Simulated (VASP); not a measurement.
# Pr (Fm-3m) in VASP: a series of runs

The runs below take Pr through single point, with r2SCAN.

All numbers are computed with VASP 6.6.1; they aren't measurements. Logs are shortened: lines on timing, memory, paths and dates and some standing lists are left out, and cuts for length are marked.

## (1) The cell of the first run

It takes space group Fm-3m (No. 225, cubic). The conventional cell has a = 4.459 Å, b = 4.459 Å, c = 4.459 Å, α = 90.00°, β = 90.00°, γ = 90.00°. Pr (site symmetry m-3m) has 12 Pr at 3.15 Å within 4.1 Å.

## (2) Single point, r2SCAN

The input, POSCAR:

```
Pr
1.0
    0.0000000000      2.2296723630      2.2296723630
    2.2296723630      0.0000000000      2.2296723630
    2.2296723630      2.2296723630      0.0000000000
Pr
1
Direct
    0.0000000000      0.0000000000      0.0000000000
```

The input, INCAR.step1:

```
ALGO = Normal
EDIFF = 1E-4
ENCUT = 520
GGA = PE
ISMEAR = -1
LASPH = T
LCHARG = F
LREAL = F
LWAVE = T
NBANDS = 12
NELM = 60
PREC = Accurate
SIGMA = 0.1
```

The input, INCAR.step2:

```
ALGO = Normal
EDIFF = 1E-6
ENCUT = 520
ISIF = 2
ISMEAR = -1
ISTART = 1
LASPH = T
LCHARG = T
LELF = T
LMIXTAU = T
LREAL = F
LVHAR = T
LWAVE = F
METAGGA = R2SCAN
NBANDS = 12
NELM = 60
PREC = Accurate
SIGMA = 0.1
```

The input, KPOINTS:

```
k-points
0
Gamma
  13 13 13
```

Potentials or basis: VASP PAW PBE potentials, release 64 (Pr).

Started as:

```sh
cat potpaw_PBE.64/Pr/POTCAR > POTCAR
cp INCAR.step1 INCAR
mpirun -np 1 vasp_std > vasp.out
cp INCAR.step2 INCAR
mpirun -np 1 vasp_std > vasp.out
```

OUTCAR:

```text
EDIFF = 1E-6
   ENCUT = 520
   ISIF = 2
   ISMEAR = -1
   ISTART = 1
   LASPH = T
   LREAL = F
   METAGGA = R2SCAN
   NELM = 60
   PREC = Accurate

 ion  position               nearest neighbor table
   1  0.000  0.000  0.000-

  LATTYP: Found a face centered cubic cell.
 ALAT       =     4.4593447260

  Lattice vectors:

 A1 = (   0.0000000000,   2.2296723630,   2.2296723630)
 A2 = (   2.2296723630,   0.0000000000,   2.2296723630)
 A3 = (   2.2296723630,   2.2296723630,   0.0000000000)

Analysis of symmetry for initial positions (statically):
=====================================================================
 Subroutine PRICEL returns:
 Original cell was already a primitive cell.

 Routine SETGRP: Setting up the symmetry group for a
 face centered cubic supercell.

 Subroutine GETGRP returns: Found 48 space group operations
 (whereof 48 operations were pure point group operations)
 out of a pool of 48 trial point group operations.

The static configuration has the point symmetry O_h .

Analysis of symmetry for dynamics (positions and initial velocities):
=====================================================================
 Subroutine PRICEL returns:
 Original cell was already a primitive cell.

 Routine SETGRP: Setting up the symmetry group for a
 face centered cubic supercell.

 Subroutine GETGRP returns: Found 48 space group operations
 (whereof 48 operations were pure point group operations)
 out of a pool of 48 trial point group operations.

The dynamic configuration has the point symmetry O_h .

 Subroutine INISYM returns: Found 48 space group operations
 (whereof 48 operations are pure point group operations),
 and found     1 'primitive' translations

----------------------------------------------------------------------------------------

                                     Primitive cell

  volume of cell :      22.1694

  direct lattice vectors                    reciprocal lattice vectors
     0.000000000  2.229672363  2.229672363    -0.224248194  0.224248194  0.224248194
     2.229672363  0.000000000  2.229672363     0.224248194 -0.224248194  0.224248194
     2.229672363  2.229672363  0.000000000     0.224248194  0.224248194 -0.224248194

  length of vectors
     3.153232895  3.153232895  3.153232895     0.388409265  0.388409265  0.388409265

  position of ions in fractional coordinates (direct lattice)
     0.000000000  0.000000000  0.000000000

  ion indices of the primitive-cell ions
   primitive index   ion index
                 1           1

----------------------------------------------------------------------------------------

 KPOINTS: k-points

Automatic generation of k-mesh.
 Grid dimensions read from file:
 generate k-points for:   13   13   13

 Generating k-lattice:

  Cartesian coordinates                     Fractional coordinates (reciprocal lattice)
    -0.017249861  0.017249861  0.017249861     0.076923077  0.000000000  0.000000000
     0.017249861 -0.017249861  0.017249861     0.000000000  0.076923077  0.000000000
     0.017249861  0.017249861 -0.017249861     0.000000000  0.000000000  0.076923077

  Length of vectors
     0.029877636  0.029877636  0.029877636

  Shift w.r.t. Gamma in fractional coordinates (k-lattice)
     0.000000000  0.000000000  0.000000000

 Subroutine IBZKPT returns following result:
 ===========================================

 Found     84 irreducible k-points:

 Following reciprocal coordinates:
            Coordinates               Weight
  0.000000  0.000000  0.000000      1.000000
  0.076923  0.000000  0.000000      8.000000
  0.153846  0.000000  0.000000      8.000000
  0.230769  0.000000  0.000000      8.000000
  0.307692  0.000000  0.000000      8.000000
  0.384615  0.000000  0.000000      8.000000
[... 16 lines left out ...]
  0.384615  0.153846  0.000000     24.000000
  0.461538  0.153846  0.000000     24.000000
 [... further k-points ...]
   k-points           NKPTS =     84   k-points in BZ     NKDIM =     84   number of bands    NBANDS=     12
   number of dos      NEDOS =    301   number of ions     NIONS =      1
   total plane-waves  NPLWV =  13824
   dimension x,y,z NGX =    24 NGY =   24 NGZ =   24
   dimension x,y,z NGXF=    48 NGYF=   48 NGZF=   48
   ions per type =               1
   NGX,Y,Z   is equivalent  to a cutoff of  12.65, 12.65, 12.65 a.u.
   NGXF,Y,Z  is equivalent  to a cutoff of  25.31, 25.31, 25.31 a.u.
 SYSTEM =  unknown system
   PREC   = accura    normal or accurate (medium, high low for compatibility)
   ISTART =      1    job   : 0-new  1-cont  2-samecut
   ICHARG =      0    charge: 1-file 2-atom 10-const
   ISPIN  =      1    spin polarized calculation?
   LNONCOLLINEAR =      F non collinear calculations
   LSORBIT =      F    spin-orbit coupling
   LASPH  =      T    aspherical Exc in radial PAW
   ENCUT  =  520.0 eV  38.22 Ry    6.18 a.u.   5.86  5.86  5.86*2*pi/ulx,y,z
   NELM   =     60;   NELMIN=  2; NELMDL=  0     # of ELM steps
   EDIFF  = 0.1E-05   stopping-criterion for ELM
   LREAL  =      F    real-space projection
   EDIFFG = 0.1E-04   stopping-criterion for IOM
   NSW    =      0    number of steps for IOM
   IBRION =     -1    ionic relax: 0-MD 1-quasi-New 2-CG
   NFREE  =      0    steps in history (QN), initial steepest desc. (CG)
   ISIF   =      2    stress and relaxation
   ISYM   =      2    0-nonsym 1-usesym 2-fastsym
   POTIM  = 0.5000    time-step for ionic-motion
   TEBEG  =    0.0;   TEEND  =   0.0 temperature during run
   PSTRESS=    0.0 pullay stress
   NELECT =      13.0000    total number of electrons
   NUPDOWN=      -1.0000    fix difference up-down
   EMIN   =  10.00;   EMAX   =-10.00  energy-range for DOS
   EFERMI =   0.00;   METHOD = LEGACY
   ISMEAR =    -1;   SIGMA  =   0.10  broadening in eV -4-tet -1-fermi 0-gaus
   EFERMI_NEDOS =   21; number of points for ismear=-14 and -15
   IALGO  =     38    algorithm
   IMIX   =      4    mixing-type and parameters
     AMIX     =   0.40;   BMIX     =  1.00
     AMIX_MAG =   1.60;   BMIX_MAG =  1.00
  volume/ion in A,a.u.               =      22.17       149.61
  Fermi-wavevector in a.u.,A,eV,Ry     =   1.370266  2.589427 25.546694  1.877629
  Thomas-Fermi vector in A             =   2.496068
   LORBIT       =      0    0 simple, 1 ext, 2 COOP (PROOUT), +10 PAW based schemes
   METAGGA = R2SCAN    functional components
   LHFCALC =     F    Hartree Fock is set to
   AEXX    =    0.0000 exact exchange contribution
   IVDW    =     0    specifies the selected vdW correction
   LEPSILON=     F    determine dielectric tensor
   LRPA    =     F    only Hartree local field effects (RPA)
 non-spin polarized calculation
  energy-cutoff  :      520.00
  volume of cell :       22.17
 maximum number of plane-waves:       609
   NGX = 11   NGY = 11   NGZ = 11

 number of electron      13.0000000 magnetization

 Free energy of the ion-electron system (eV)
  ---------------------------------------------------
  ext. energy  EPLUGINS =         0.00000000
  ---------------------------------------------------
  free energy    TOTEN  =       -30.06124876 eV

  energy without entropy =      -29.85810953  energy(sigma->0) =      -29.95967915

 E-fermi :  10.4136     XC(G=0): -13.1227

 val. band max:       10.4054849591   @ k =   0.3846   0.2308   0.0769
 cond. band min:      10.4137176848   @ k =  -0.2308   0.3077   0.0769
 fundamental gap:      0.0082327257
 Fermi energy:        10.4135885603

 k-point     1 :       0.0000    0.0000    0.0000
  band No.  band energies     occupation
      1     -27.2806      2.00000
      2      -6.4435      2.00000
      3      -6.4435      2.00000
      4      -6.4435      2.00000
      5       7.7992      2.00000
      6       9.5701      1.99957
      7      10.4183      0.97645
      8      10.4183      0.97639
      9      10.4183      0.97629
     10      11.4688      0.00005
     11      11.4688      0.00005
     12      11.4688      0.00005

 k-point     2 :       0.0769    0.0000    0.0000
  band No.  band energies     occupation
      1     -27.2355      2.00000
      2      -6.7337      2.00000
      3      -6.4743      2.00000
      4      -6.4743      2.00000
      5       8.1340      2.00000
      6       9.5048      1.99977
      7      10.3897      1.11901
      8      10.4317      0.90965
      9      10.4317      0.90951
     10      11.3114      0.00025
     11      11.3114      0.00025
     12      11.4705      0.00005

 k-point     3 :       0.1538    0.0000    0.0000
  band No.  band energies     occupation
      1     -27.1082      2.00000
      2      -7.4844      2.00000
      3      -6.5587      2.00000
      4      -6.5587      2.00000
      5       8.7369      2.00000
      6       9.5556      1.99962
      7      10.3079      1.48437
      8      10.4725      0.71382
      9      10.4725      0.71370
     10      11.0883      0.00235
     11      11.0883      0.00235
     12      11.4749      0.00005
[... 286 lines left out ...]
 k-point    23 :       0.3846    0.1538    0.0000
  band No.  band energies     occupation
      1     -26.5414      2.00000
      2      -9.5543      2.00000
      3      -7.2912      2.00000
      4      -7.1726      2.00000
      5       8.6670      2.00000
      6       9.7116      1.99821
      7      10.3554      1.28287
      8      10.7121      0.09618
      9      10.8879      0.01728
     10      10.8898      0.01695
     11      10.9383      0.01047
     12      11.2039      0.00074

 k-point    24 :       0.4615    0.1538    0.0000
  band No.  band energies     occupation
      1     -26.3957      2.00000
      2     -10.0651      2.00000
      3      -7.5004      2.00000
      4      -7.1917      2.00000
      5       8.6470      2.00000
      6       9.6345      1.99917
      7      10.4610      0.76749
      8      10.6948      0.11331
      9      10.8386      0.02813
     10      10.9750      0.00727
     11      11.0332      0.00407
     12      11.1615      0.00113

 [... further k-points ...]
[... 5 lines left out ...]
  --------------------------------------------------------------------------------------
  -------------------------------------------------------------------------------------
  Total        0.4056576      0.4056576      0.4056576      0.0000000      0.0000000     -0.0000000
  in kB       29.3168294     29.3168294     29.3168294      0.0000000      0.0000000     -0.0000000
  external PRESSURE =      29.3168294 kB  Pullay stress =       0.0000000 kB

 VOLUME and BASIS-vectors are now :
 -----------------------------------------------------------------------------
  energy-cutoff  :      520.00
  volume of cell :       22.17
      direct lattice vectors                 reciprocal lattice vectors
     0.000000000  2.229672363  2.229672363    -0.224248194  0.224248194  0.224248194
     2.229672363  0.000000000  2.229672363     0.224248194 -0.224248194  0.224248194
     2.229672363  2.229672363  0.000000000     0.224248194  0.224248194 -0.224248194

 POSITION                                       TOTAL-FORCE (eV/Angst)
 -----------------------------------------------------------------------------------
      0.00000      0.00000      0.00000        -0.000000     -0.000000     -0.000000
 -----------------------------------------------------------------------------------
    total drift:                               -0.000000      0.000000     -0.000000

  FREE ENERGIE OF THE ION-ELECTRON SYSTEM (eV)
  ---------------------------------------------------
  free  energy   TOTEN  =       -30.0612487631 eV

  energy  without entropy=      -29.8581095296  energy(sigma->0) =      -29.95967915
```

Run time: 3.9 min. Hardware: 1 thread of AMD EPYC 7R43 (Zen 3), shared host; peak memory 0.13 GiB.

What came out:

| Quantity | Value |
| --- | --- |
| Free energy | -30.0612 eV |
| Pressure | 2.9 GPa |

Levels at points of the mesh, in eV from the Fermi level:
| k point | band 4 | band 5 | band 6 | band 7 | band 8 | band 9 |
| --- | --- | --- | --- | --- | --- | --- |
| (0.00, 0.00, 0.00) | -16.86 | -2.61 | -0.84 | 0.00 | 0.00 | 0.00 |

Caveat: the PAW data sets were made with another functional, which shifts forces and pressure a little; spin-orbit coupling is left out, which moves the levels of the heavy elements.

## (3) Single point, r2SCAN

POSCAR is that of step 2.

The input, INCAR.step1:

```
SYSTEM = Pr
PREC     = Accurate       ! precision mode
ENCUT    = 520            ! plane-wave cutoff, eV
ISMEAR   = -1             ! smearing method
SIGMA    = 0.1            ! smearing width, eV
LREAL    = .False.        ! projectors in reciprocal space
LASPH    = .True.         ! aspherical terms in the spheres
NELM     = 60             ! most SCF steps
NBANDS   = 12             ! bands
GGA      = PE             ! functional
ALGO     = Normal         ! electronic algorithm
EDIFF    = 1E-4           ! SCF threshold, eV
LWAVE    = .True.         ! write WAVECAR
LCHARG   = .False.        ! write CHGCAR
```

The input, INCAR.step2:

```
SYSTEM = Pr
PREC     = Accurate       ! precision mode
ENCUT    = 520            ! plane-wave cutoff, eV
EDIFF    = 1E-6           ! SCF threshold, eV
ISMEAR   = -1             ! smearing method
SIGMA    = 0.1            ! smearing width, eV
LREAL    = .False.        ! projectors in reciprocal space
LASPH    = .True.         ! aspherical terms in the spheres
NELM     = 60             ! most SCF steps
ALGO     = Normal         ! electronic algorithm
ISIF     = 2              ! what is computed and relaxed
LWAVE    = .False.        ! write WAVECAR
LCHARG   = .False.        ! write CHGCAR
METAGGA  = R2SCAN         ! meta-GGA
LMIXTAU  = .True.       
NBANDS   = 12             ! bands
ISTART   = 1
```

The input, KPOINTS:

```
Automatic mesh
0
Gamma
  13 13 13
  0 0 0
```

Potentials or basis: VASP PAW PBE potentials, release 64 (Pr).

Started as:

```sh
cat potpaw_PBE.64/Pr/POTCAR > POTCAR
cp INCAR.step1 INCAR
mpirun -np 1 vasp_std > vasp.out
cp INCAR.step2 INCAR
mpirun -np 1 vasp_std > vasp.out
```

Wall time 3.3 min (1 thread of AMD EPYC 7R43 (Zen 3), shared host); peak memory 0.13 GiB.

Results (log left out):

| Item | Value |
| --- | --- |
| Free energy | -30.0612 eV |
| Pressure | 2.9 GPa |

Levels at points of the mesh, in eV from the Fermi level:
```tsv
k point	band 2	band 3	band 4	band 5	band 6	band 7	band 8	band 9	band 10	band 11
(0.00, 0.00, 0.00)	-16.86	-16.86	-16.86	-2.61	-0.84	0.00	0.00	0.00	1.06	1.06
```

Caveat: the PAW data sets were made with another functional, which shifts forces and pressure a little; spin-orbit coupling is left out, which moves the levels of the heavy elements.

(Continued in part 2 of 2.)
